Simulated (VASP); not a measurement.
The system is NaCaGaS3O12.

```
Na Ca Ga S O
1.0
     4.43439    2.56020    7.62004
    -4.43439    2.56020    7.62004
     0.00000   -5.12040    7.62004
Na Ca Ga S O
2 2 2 6 24
Direct
  0.49810 0.49810 0.49810
  0.99810 0.99810 0.99810
  0.64565 0.64565 0.64565
  0.14565 0.14565 0.14565
  0.34907 0.34907 0.34907
  0.84907 0.84907 0.84907
  0.72816 0.05660 0.46482
  0.46482 0.72816 0.05660
  0.05660 0.46482 0.72816
  0.55660 0.22816 0.96482
  0.96482 0.55660 0.22816
  0.22816 0.96482 0.55660
  0.69885 0.90302 0.49175
  0.49175 0.69885 0.90302
  0.90302 0.49175 0.69885
  0.40302 0.19885 0.99175
  0.99175 0.40302 0.19885
  0.19885 0.99175 0.40302
  0.26152 0.12594 0.52554
  0.52554 0.26152 0.12594
  0.12594 0.52554 0.26152
  0.62594 0.76152 0.02554
  0.02554 0.62594 0.76152
  0.76152 0.02554 0.62594
  0.38159 0.79168 0.59121
  0.59121 0.38159 0.79168
  0.79168 0.59121 0.38159
  0.29168 0.88159 0.09121
  0.09121 0.29168 0.88159
  0.88159 0.09121 0.29168
  0.55808 0.22727 0.45114
  0.45114 0.55808 0.22727
  0.22727 0.45114 0.55808
  0.72727 0.05808 0.95114
  0.95114 0.72727 0.05808
  0.05808 0.95114 0.72727
```

Base run:

- Program: VASP 6.6.1
- Functional: PBE
- Potentials or basis: VASP PAW PBE potentials, release 64 (Na_pv, Ca_sv, Ga_d, S, O)
- Cutoff: 520 eV
- k mesh: 3 × 3 × 3
- Occupations: fermi-dirac, width 0.02 eV
- Spin: no spin polarisation

Its results: band gap on the k mesh 2.36 eV, direct; pressure 0.1 GPa; largest force 0.348 eV/Å.

**Question.** The run is repeated on the same cell with these changes: functional from PBE to r2SCAN. What comes out?

**Answer.** Band gap on the k mesh 3.03 eV, direct; pressure -4.5 GPa; largest force 0.830 eV/Å.

r2SCAN gives the wider gap, since meta-GGAs in the generalised Kohn-Sham scheme recover part of the derivative discontinuity.

Caveats: the PAW data sets were made with another functional, which shifts forces and pressure a little (some runs).

